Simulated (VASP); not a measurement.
A run of VASP 6.6.1 is set up as follows.

INCAR

```
SYSTEM = Mg
PREC = Accurate ; ENCUT = 520
EDIFF = 1E-8 ; ISMEAR = -1
SIGMA = 0.03 ; LREAL = .FALSE.
LASPH = .TRUE. ; NELM = 80
ALGO = Normal ; ISIF = 2
LWAVE = .FALSE. ; LCHARG = .FALSE.
GGA = PE ; LEFG = .TRUE.
NBANDS = 7
```

File KPOINTS:

```
Automatic mesh
0
G
  16 16 16
  0 0 0
```

The input POSCAR:

```
Mg
1.0
    0.0673276800      2.2779198400      2.2779198400
    2.2779198400      0.0673276800      2.2779198400
    2.2779198400      2.2779198400      0.0673276800
Mg
1
Direct
    0.0000000000      0.0000000000      0.0000000000
```

Potentials or basis: VASP PAW PBE potentials, release 64 (Mg).

Command:

```bash
$ cat potpaw_PBE.64/Mg/POTCAR > POTCAR
$ mpirun -np 1 vasp_std > vasp.out
```

(1) Estimate the pressure.

(2) Estimate the band gap on the k mesh.

Answers

(1) 0.8 GPa.

(2) zero (bands 1 and 2 overlap by 3.06 eV).

Caveat: the cell differs from its parent crystal (equal xy, yz and zx shear strains of +3 %); without QUAD_EFG the Cq values of the log hold for a quadrupole moment of 1 mb, not for the nuclei.
